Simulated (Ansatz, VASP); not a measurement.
## SiO2: VASP beside Ansatz

```
Si O
1.0
    -2.37405    2.37405    3.85632
     2.37405   -2.37405    3.85632
     2.37405    2.37405   -3.85632
Si O
2 4
Direct
  0.00000 0.00000 0.00000
  0.75000 0.25000 0.50000
  0.99838 0.62500 0.87338
  0.37500 0.24838 0.37338
  0.75162 0.12500 0.12662
  0.87500 0.00162 0.62662
```

Change from the starting cell: zz strain of +3 %.

Alike in both runs: task single point; functional PBE; k mesh 7 × 7 × 7; occupations fermi-dirac, width 0.03 eV; no spin polarisation.

```csv
,VASP,Ansatz
version,VASP 6.6.1,Ansatz 0.2.0
potentials or method,"VASP PAW PBE potentials, release 64 (Si, O), cutoff 520 eV","all-electron LAPW, scalar-relativistic"
```

VASP gave:

```
gap on the k mesh at the Fermi level (eV)                     : 5.77
pressure (GPa)                                                : -1.4
traceless stress, the component that is largest in VASP (GPa) : -2.62
rms of the force components (eV/Å)                            : 0.092
```

Q: Which values does Ansatz return?

A: gap on the k mesh at the Fermi level (eV): 5.78; pressure (GPa): -1.6; traceless stress, the component that is largest in VASP (GPa): -2.69; rms of the force components (eV/Å): 0.092.

Atom by atom the forces differ by 0.000 eV/Å (rms over components). Ansatz ran all-electron here, and VASP with PAW potentials.
